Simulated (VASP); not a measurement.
# ZrC (Imm2) in VASP: a series of runs

ZrC is run at these levels: PBEsol; tasks: single point.

All numbers are computed with VASP 6.6.1; they aren't measurements. Logs are shortened: lines on timing, memory, paths and dates and some standing lists are left out, and cuts for length are marked.

**1. The cell of the first run**

It takes space group Imm2 (No. 44, orthorhombic). Conventional cell: a = 3.324 Å, b = 4.700 Å, c = 3.324 Å, α = 90.00°, β = 90.00°, γ = 90.00°. Within 2.9 Å of Zr (site symmetry mm2) lie 6 C at 2.20 to 2.51 Å. C (site symmetry mm2) has 6 Zr at 2.20 to 2.51 Å within 2.9 Å.

**2. Single point, PBEsol (all Zr atoms moved +0.225 Å, as atom 1 along Cartesian [1 -1 0])**

The input, INCAR:

```
PREC = Accurate
ENCUT = 520
EDIFF = 1E-6
ISMEAR = 0
SIGMA = 0.15
LREAL = False
LASPH = True
NELM = 80
ALGO = Normal
ISIF = 2
LWAVE = False
LCHARG = True
GGA = PS
LELF = True
LVHAR = True
NBANDS = 15
```

The input, KPOINTS:

```
Automatic mesh
0
Gamma
  18 18 18
```

The input, POSCAR:

```
ZrC
1.0
    0.0000000000      2.3502100000      2.3502100000
    2.3502100000      0.0000000000      2.3502100000
    2.3502100000      2.3502100000      0.0000000000
Zr C
1 1
Direct
    0.4323043363      0.5676956637      0.5000000000
    0.0000000000      0.0000000000      0.0000000000
```

Potentials or basis: VASP PAW PBE potentials, release 64 (Zr_sv, C).

Command:

```bash
cat potpaw_PBE.64/Zr_sv/POTCAR potpaw_PBE.64/C/POTCAR > POTCAR
mpirun -np 1 vasp_std > vasp.out
```

OUTCAR:

```text
PREC = Accurate
   ENCUT = 520
   EDIFF = 1E-6
   ISMEAR = 0
   LREAL = False
   LASPH = True
   NELM = 80
   ISIF = 2
   GGA = PS

 ion  position               nearest neighbor table
   1  0.432  0.568  0.500-   2 2.20   2 2.20   2 2.36   2 2.36   2 2.51   2 2.51
   2  0.000  0.000  0.000-   1 2.20   1 2.20   1 2.36   1 2.36   1 2.51   1 2.51

  LATTYP: Found a face centered cubic cell.
 ALAT       =     4.7004200000

  Lattice vectors:

 A1 = (   0.0000000000,   2.3502100000,   2.3502100000)
 A2 = (   2.3502100000,   0.0000000000,   2.3502100000)
 A3 = (   2.3502100000,   2.3502100000,   0.0000000000)

Analysis of symmetry for initial positions (statically):
=====================================================================
 Subroutine PRICEL returns:
 Original cell was already a primitive cell.

 Routine SETGRP: Setting up the symmetry group for a
 face centered cubic supercell.

 Subroutine GETGRP returns: Found  4 space group operations
 (whereof  4 operations were pure point group operations)
 out of a pool of 48 trial point group operations.

The static configuration has the point symmetry C_2v.

Analysis of symmetry for dynamics (positions and initial velocities):
=====================================================================
 Subroutine PRICEL returns:
 Original cell was already a primitive cell.

 Routine SETGRP: Setting up the symmetry group for a
 face centered cubic supercell.

 Subroutine GETGRP returns: Found  4 space group operations
 (whereof  4 operations were pure point group operations)
 out of a pool of 48 trial point group operations.

The dynamic configuration has the point symmetry C_2v.

 Subroutine INISYM returns: Found  4 space group operations
 (whereof  4 operations are pure point group operations),
 and found     1 'primitive' translations

----------------------------------------------------------------------------------------

                                     Primitive cell

  volume of cell :      25.9627

  direct lattice vectors                    reciprocal lattice vectors
     0.000000000  2.350210000  2.350210000    -0.212746946  0.212746946  0.212746946
     2.350210000  0.000000000  2.350210000     0.212746946 -0.212746946  0.212746946
     2.350210000  2.350210000  0.000000000     0.212746946  0.212746946 -0.212746946

  length of vectors
     3.323698856  3.323698856  3.323698856     0.368488520  0.368488520  0.368488520

  position of ions in fractional coordinates (direct lattice)
     0.432304336  0.567695664  0.500000000
     0.000000000  0.000000000  0.000000000

  ion indices of the primitive-cell ions
   primitive index   ion index
                 1           1
                 2           2

----------------------------------------------------------------------------------------

 KPOINTS: Automatic mesh

Automatic generation of k-mesh.
 Grid dimensions read from file:
 generate k-points for:   18   18   18

 Generating k-lattice:

  Cartesian coordinates                     Fractional coordinates (reciprocal lattice)
    -0.011819275  0.011819275  0.011819275     0.055555556  0.000000000  0.000000000
     0.011819275 -0.011819275  0.011819275     0.000000000  0.055555556  0.000000000
     0.011819275  0.011819275 -0.011819275     0.000000000  0.000000000  0.055555556

  Length of vectors
     0.020471584  0.020471584  0.020471584

  Shift w.r.t. Gamma in fractional coordinates (k-lattice)
     0.000000000  0.000000000  0.000000000

 Subroutine IBZKPT returns following result:
 ===========================================

 Found    865 irreducible k-points:

 Following reciprocal coordinates:
            Coordinates               Weight
  0.000000  0.000000  0.000000      1.000000
  0.055556  0.000000  0.000000      4.000000
  0.000000  0.000000  0.055556      4.000000
  0.111111  0.000000  0.000000      4.000000
  0.000000  0.000000  0.111111      4.000000
  0.166667  0.000000  0.000000      4.000000
[... 16 lines left out ...]
  0.000000  0.111111  0.055556      8.000000
  0.055556  0.000000  0.111111      8.000000
 [... further k-points ...]
   k-points           NKPTS =    865   k-points in BZ     NKDIM =    865   number of bands    NBANDS=     15
   number of dos      NEDOS =    301   number of ions     NIONS =      2
   total plane-waves  NPLWV =  21952
   dimension x,y,z NGX =    28 NGY =   28 NGZ =   28
   dimension x,y,z NGXF=    56 NGYF=   56 NGZF=   56
   ions per type =               1   1
   NGX,Y,Z   is equivalent  to a cutoff of  14.01, 14.01, 14.01 a.u.
   NGXF,Y,Z  is equivalent  to a cutoff of  28.01, 28.01, 28.01 a.u.
 SYSTEM =  unknown system
   PREC   = accura    normal or accurate (medium, high low for compatibility)
   ISTART =      0    job   : 0-new  1-cont  2-samecut
   ICHARG =      2    charge: 1-file 2-atom 10-const
   ISPIN  =      1    spin polarized calculation?
   LNONCOLLINEAR =      F non collinear calculations
   LSORBIT =      F    spin-orbit coupling
   LASPH  =      T    aspherical Exc in radial PAW
   ENCUT  =  520.0 eV  38.22 Ry    6.18 a.u.   6.18  6.18  6.18*2*pi/ulx,y,z
   NELM   =     80;   NELMIN=  2; NELMDL= -5     # of ELM steps
   EDIFF  = 0.1E-05   stopping-criterion for ELM
   LREAL  =      F    real-space projection
   EDIFFG = 0.1E-04   stopping-criterion for IOM
   NSW    =      0    number of steps for IOM
   IBRION =     -1    ionic relax: 0-MD 1-quasi-New 2-CG
   NFREE  =      0    steps in history (QN), initial steepest desc. (CG)
   ISIF   =      2    stress and relaxation
   ISYM   =      2    0-nonsym 1-usesym 2-fastsym
   POTIM  = 0.5000    time-step for ionic-motion
   TEBEG  =    0.0;   TEEND  =   0.0 temperature during run
   PSTRESS=    0.0 pullay stress
   NELECT =      16.0000    total number of electrons
   NUPDOWN=      -1.0000    fix difference up-down
   EMIN   =  10.00;   EMAX   =-10.00  energy-range for DOS
   EFERMI =   0.00;   METHOD = LEGACY
   ISMEAR =     0;   SIGMA  =   0.15  broadening in eV -4-tet -1-fermi 0-gaus
   EFERMI_NEDOS =   21; number of points for ismear=-14 and -15
   IALGO  =     38    algorithm
   IMIX   =      4    mixing-type and parameters
     AMIX     =   0.40;   BMIX     =  1.00
     AMIX_MAG =   1.60;   BMIX_MAG =  1.00
  volume/ion in A,a.u.               =      12.98        87.60
  Fermi-wavevector in a.u.,A,eV,Ry     =   1.393151  2.632673 26.407131  1.940869
  Thomas-Fermi vector in A             =   2.516825
   LORBIT       =      0    0 simple, 1 ext, 2 COOP (PROOUT), +10 PAW based schemes
   GGA     = PS    functional components
   LHFCALC =     F    Hartree Fock is set to
   AEXX    =    0.0000 exact exchange contribution
   IVDW    =     0    specifies the selected vdW correction
   LEPSILON=     F    determine dielectric tensor
   LRPA    =     F    only Hartree local field effects (RPA)
 non-spin polarized calculation
 Gauss-broadening in eV      SIGMA  =   0.15
  energy-cutoff  :      520.00
  volume of cell :       25.96
 maximum number of plane-waves:       725
 NGX is ok and might be reduce to    28
   NGX = 13   NGY = 13   NGZ = 13

 number of electron      16.0000000 magnetization

 Free energy of the ion-electron system (eV)
  ---------------------------------------------------
  ext. energy  EPLUGINS =         0.00000000
  ---------------------------------------------------
  free energy    TOTEN  =       -20.39927757 eV

  energy without entropy =      -20.39795171  energy(sigma->0) =      -20.39861464

 E-fermi :   9.6210     XC(G=0): -12.2596

 val. band max:        9.5756413073   @ k =   0.0000   0.0556   0.0556
 cond. band min:       9.6547608823   @ k =   0.0556   0.3889   0.3333
 fundamental gap:      0.0791195750
 Fermi energy:         9.6209891947

 k-point     1 :       0.0000    0.0000    0.0000
  band No.  band energies     occupation
      1     -38.4787      2.00000
      2     -16.2337      2.00000
      3     -16.2315      2.00000
      4     -16.2308      2.00000
      5      -1.7400      2.00000
      6       9.1556      1.99999
      7       9.2806      1.99867
      8       9.6667      0.66628
      9      10.5178      0.00000
     10      11.5206      0.00000
     11      11.8702      0.00000
     12      12.9048      0.00000
     13      13.3254      0.00000
     14      16.6292      0.00000
     15      19.7702      0.00000

 k-point     2 :       0.0556    0.0000    0.0000
  band No.  band energies     occupation
      1     -38.4756      2.00000
      2     -16.2600      2.00000
      3     -16.2362      2.00000
      4     -16.2330      2.00000
      5      -1.6696      2.00000
      6       8.8454      2.00000
      7       9.3014      1.99742
      8       9.4382      1.91511
      9      10.6214      0.00000
     10      11.4444      0.00000
     11      11.7869      0.00000
     12      13.3188      0.00000
     13      13.5962      0.00000
     14      16.7974      0.00000
     15      19.9700      0.00000

 k-point     3 :       0.0000    0.0000    0.0556
  band No.  band energies     occupation
      1     -38.4756      2.00000
      2     -16.2632      2.00000
      3     -16.2343      2.00000
      4     -16.2325      2.00000
      5      -1.6680      2.00000
      6       8.7831      2.00000
      7       9.2511      1.99951
      8       9.7198      0.35145
      9      10.5532      0.00000
     10      11.3214      0.00000
     11      11.7306      0.00000
     12      13.2309      0.00000
     13      13.7730      0.00000
     14      16.7845      0.00000
     15      19.9660      0.00000
[... 343 lines left out ...]
 k-point    23 :       0.0000    0.1111    0.0556
  band No.  band energies     occupation
      1     -38.4676      2.00000
      2     -16.3186      2.00000
      3     -16.2513      2.00000
      4     -16.2451      2.00000
      5      -1.4879      2.00000
      6       8.3455      2.00000
      7       8.9011      2.00000
      8       9.2139      1.99988
      9      10.5572      0.00000
     10      11.6013      0.00000
     11      12.0758      0.00000
     12      13.4709      0.00000
     13      14.4654      0.00000
     14      17.2654      0.00000
     15      20.4709      0.00000

 k-point    24 :       0.0556    0.0000    0.1111
  band No.  band energies     occupation
      1     -38.4675      2.00000
      2     -16.3235      2.00000
      3     -16.2512      2.00000
      4     -16.2426      2.00000
      5      -1.4836      2.00000
      6       8.2637      2.00000
      7       8.9548      2.00000
      8       9.5269      1.62478
      9      10.4510      0.00000
     10      11.2969      0.00000
     11      12.0861      0.00000
     12      13.4272      0.00000
     13      14.6476      0.00000
     14      17.2301      0.00000
     15      20.4622      0.00000

 [... further k-points ...]

------------------------ aborting loop because EDIFF is reached ----------------------------------------

  FORCE on cell =-STRESS in cart. coord.  units (eV):
  Direction    XX          YY          ZZ          XY          YZ          ZX
  --------------------------------------------------------------------------------------
  -------------------------------------------------------------------------------------
  Total        0.3487438      0.3487438     -0.8262377      0.3331233      0.0000000      0.0000000
  in kB       21.5212281     21.5212281    -50.9877187     20.5572782      0.0000000      0.0000000
  external PRESSURE =      -2.6484209 kB  Pullay stress =       0.0000000 kB

 VOLUME and BASIS-vectors are now :
 -----------------------------------------------------------------------------
  energy-cutoff  :      520.00
  volume of cell :       25.96
      direct lattice vectors                 reciprocal lattice vectors
     0.000000000  2.350210000  2.350210000    -0.212746946  0.212746946  0.212746946
     2.350210000  0.000000000  2.350210000     0.212746946 -0.212746946  0.212746946
     2.350210000  2.350210000  0.000000000     0.212746946  0.212746946 -0.212746946

 POSITION                                       TOTAL-FORCE (eV/Angst)
 -----------------------------------------------------------------------------------
      2.50931      2.19111      2.35021        -1.074581      1.074581      0.000000
      0.00000      0.00000      0.00000         1.074581     -1.074581      0.000000
 -----------------------------------------------------------------------------------
    total drift:                               -0.000064      0.000064     -0.000000

  FREE ENERGIE OF THE ION-ELECTRON SYSTEM (eV)
  ---------------------------------------------------
  free  energy   TOTEN  =       -20.3992775681 eV

  energy  without entropy=      -20.3979517083  energy(sigma->0) =      -20.39861464
```

Run time: 6.2 min. Hardware: 1 thread of Intel Xeon Platinum 8259CL at 2.50GHz (Skylake/Cascade Lake), shared host; peak memory 0.45 GiB.

Results:

```
Free energy            : -20.3993 eV
Pressure               : -0.3 GPa
Largest force          : 1.520 eV/Å
Band gap on the k mesh : zero (bands 8 and 9 overlap by 0.06 eV)
```

Forces in eV/Å, atoms in the order of the input:
```
Zr  -1.075  1.075  0.000
C    1.075 -1.075  0.000
```

Levels at points of the mesh, in eV from the Fermi level:
| k point | band 4 | band 5 | band 6 | band 7 | band 8 | band 9 | band 10 | band 11 | band 12 | band 13 |
| --- | --- | --- | --- | --- | --- | --- | --- | --- | --- | --- |
| (0.00, 0.00, 0.00) | -25.85 | -11.36 | -0.47 | -0.34 | 0.05 | 0.90 | 1.90 | 2.25 | 3.28 | 3.70 |
| (0.50, 0.00, 0.00) | -25.93 | -8.37 | -5.37 | -3.11 | -3.05 | 4.28 | 4.38 | 5.12 | 6.44 | 9.84 |
| (0.00, 0.00, 0.50) | -25.94 | -8.29 | -5.42 | -2.98 | -2.82 | 4.20 | 4.26 | 5.17 | 5.88 | 9.34 |
| (0.50, 0.50, 0.00) | -26.15 | -10.15 | -2.62 | -2.21 | -0.26 | 0.87 | 4.65 | 5.52 | 5.52 | 7.76 |
| (0.00, 0.50, 0.50) | -26.14 | -10.14 | -2.36 | -2.11 | -0.11 | 0.42 | 4.50 | 5.52 | 5.52 | 7.42 |

Caveat: the cell differs from its parent crystal (all Zr atoms moved +0.225 Å, as atom 1 along Cartesian [1 -1 0]); the stress differs along the axes, from -5 to 2 GPa; the PAW data sets were made with another functional, which shifts forces and pressure a little.

**3. Single point, PBEsol (all Zr atoms moved -0.150 Å, as atom 1 along Cartesian [1 -1 0])**

The input, INCAR:

```
PREC     = Accurate       # precision mode
ENCUT    = 520            # plane-wave cutoff, eV
EDIFF    = 1E-6           # SCF threshold, eV
ISMEAR   = 0              # smearing method
SIGMA    = 0.15           # smearing width, eV
LREAL    = F              # projectors in reciprocal space
LASPH    = T              # aspherical terms in the spheres
NELM     = 80             # most SCF steps
ALGO     = Normal         # electronic algorithm
ISIF     = 2              # what is computed and relaxed
LWAVE    = F              # write WAVECAR
LCHARG   = F              # write CHGCAR
GGA      = PS             # functional
NBANDS   = 15             # bands
```

KPOINTS is that of step 2.

Changes to POSCAR since step 2:

```diff
@@ -8,3 +8,3 @@
 Direct
-    0.4323043363      0.5676956637      0.5000000000
+    0.5451304425      0.4548695575      0.5000000000
     0.0000000000      0.0000000000      0.0000000000
```

Potentials or basis: VASP PAW PBE potentials, release 64 (Zr_sv, C).

Command:

```bash
cat potpaw_PBE.64/Zr_sv/POTCAR potpaw_PBE.64/C/POTCAR > POTCAR
mpirun -np 1 vasp_std > vasp.out
```

Wall time 6.3 min (1 thread of Intel Xeon Platinum 8259CL at 2.50GHz (Skylake/Cascade Lake), shared host); peak memory 0.45 GiB.

The run converged. Its results:

* Free energy: -20.4930 eV
* Pressure: -2.5 GPa
* Largest force: 0.991 eV/Å
* Band gap on the k mesh: zero (bands 8 and 9 overlap by 0.56 eV)

Forces on the atoms (eV/Å):
```
Zr   0.701 -0.701  0.000
C   -0.701  0.701  0.000
```

Stress tensor (GPa, compression positive):
```
-1.44  1.13  0.00
 1.13 -1.44  0.00
 0.00  0.00 -4.51
```

Levels at points of the mesh, in eV from the Fermi level:
```tsv
k point	band 4	band 5	band 6	band 7	band 8	band 9	band 10	band 11	band 12	band 13
(0.00, 0.00, 0.00)	-25.81	-11.35	0.01	0.08	0.44	0.95	1.69	1.82	2.97	3.25
(0.50, 0.00, 0.00)	-25.89	-8.28	-5.39	-3.05	-3.02	4.37	4.42	5.20	6.43	9.97
(0.00, 0.00, 0.50)	-25.89	-8.25	-5.40	-2.99	-2.92	4.34	4.37	5.22	6.16	9.72
(0.50, 0.50, 0.00)	-26.10	-10.15	-2.27	-2.16	-0.11	0.45	4.52	5.57	5.58	7.90
(0.00, 0.50, 0.50)	-26.10	-10.15	-2.12	-2.11	-0.05	0.21	4.45	5.57	5.57	7.72
```

Caveat: the cell differs from its parent crystal (all Zr atoms moved -0.150 Å, as atom 1 along Cartesian [1 -1 0]); the PAW data sets were made with another functional, which shifts forces and pressure a little.

**4. Single point, PBEsol (all Zr atoms moved +0.188 Å, as atom 1 along Cartesian [1 -1 0])**

The input, INCAR:

```
PREC     = Accurate       # precision mode
ENCUT    = 520            # plane-wave cutoff, eV
EDIFF    = 1E-7           # SCF threshold, eV
ISMEAR   = 0              # smearing method
SIGMA    = 0.15           # smearing width, eV
LREAL    = False          # projectors in reciprocal space
LASPH    = True           # aspherical terms in the spheres
NELM     = 60             # most SCF steps
ALGO     = Normal         # electronic algorithm
ISIF     = 2              # what is computed and relaxed
LWAVE    = False          # write WAVECAR
LCHARG   = False          # write CHGCAR
GGA      = PS             # functional
NBANDS   = 15             # bands
```

The input, KPOINTS:

```
regular mesh
0
Gamma
  18 18 18
```

Changes to POSCAR since step 3:

```diff
@@ -8,3 +8,3 @@
 Direct
-    0.5451304425      0.4548695575      0.5000000000
+    0.4435869469      0.5564130531      0.5000000000
     0.0000000000      0.0000000000      0.0000000000
```

Command:

```bash
cat potpaw_PBE.64/Zr_sv/POTCAR potpaw_PBE.64/C/POTCAR > POTCAR
mpirun -np 1 vasp_std > vasp.out
```

Wall time 5.9 min (1 thread of Intel Xeon Platinum 8259CL at 2.50GHz (Skylake/Cascade Lake), shared host); peak memory 0.44 GiB.

The run converged. Its results:

| Property | Result |
| --- | --- |
| Free energy | -20.4511 eV |
| Pressure | -1.5 GPa |
| Largest force | 1.246 eV/Å |
| Band gap on the k mesh | zero (bands 8 and 9 overlap by 0.30 eV) |

Forces in eV/Å, atoms in the order of the input:
```
Zr  -0.881  0.881  0.000
C    0.881 -0.881  0.000
```

Stress tensor (GPa, compression positive):
```
 0.18  1.56  0.00
 1.56  0.18  0.00
 0.00  0.00 -4.79
```

Levels at points of the mesh, in eV from the Fermi level:
| k point | band 6 | band 7 | band 8 | band 9 | band 10 | band 11 |
| --- | --- | --- | --- | --- | --- | --- |
| (0.00, 0.00, 0.00) | -0.23 | -0.14 | 0.24 | 0.92 | 1.81 | 2.03 |
| (0.50, 0.00, 0.00) | -5.38 | -3.08 | -3.04 | 4.33 | 4.40 | 5.15 |
| (0.00, 0.00, 0.50) | -5.42 | -2.99 | -2.88 | 4.27 | 4.32 | 5.18 |
| (0.50, 0.50, 0.00) | -2.44 | -2.19 | -0.19 | 0.64 | 4.58 | 5.54 |
| (0.00, 0.50, 0.50) | -2.23 | -2.12 | -0.08 | 0.30 | 4.47 | 5.54 |

Caveat: the cell differs from its parent crystal (all Zr atoms moved +0.188 Å, as atom 1 along Cartesian [1 -1 0]); the PAW data sets were made with another functional, which shifts forces and pressure a little.

**5. The runs side by side**

| cell | gap on the mesh (eV) | pressure (GPa) | largest force (eV/Å) |
| --- | --- | --- | --- |
| as given, atomic positions A | none | -0.3 | 1.52 |
| as given, atomic positions B | none | -2.5 | 0.99 |
| as given, atomic positions C | none | -1.5 | 1.25 |

Alike in all rows: task single point; level PBEsol; potentials or basis VASP PAW PBE potentials, release 64 (Zr_sv, C); no spin polarisation; k mesh 18 × 18 × 18; cutoff (eV) 520; smearing gaussian 0.15 eV.

Caveats: the PAW data sets were made with another functional, which shifts forces and pressure a little; the stress differs along the axes, from -5 to 2 GPa (at least some runs).

Total energies depend on the potentials used, so only differences within one code and one set of settings carry meaning.

The gap in the log of VASP goes by the Fermi energy; the results here count the filled bands.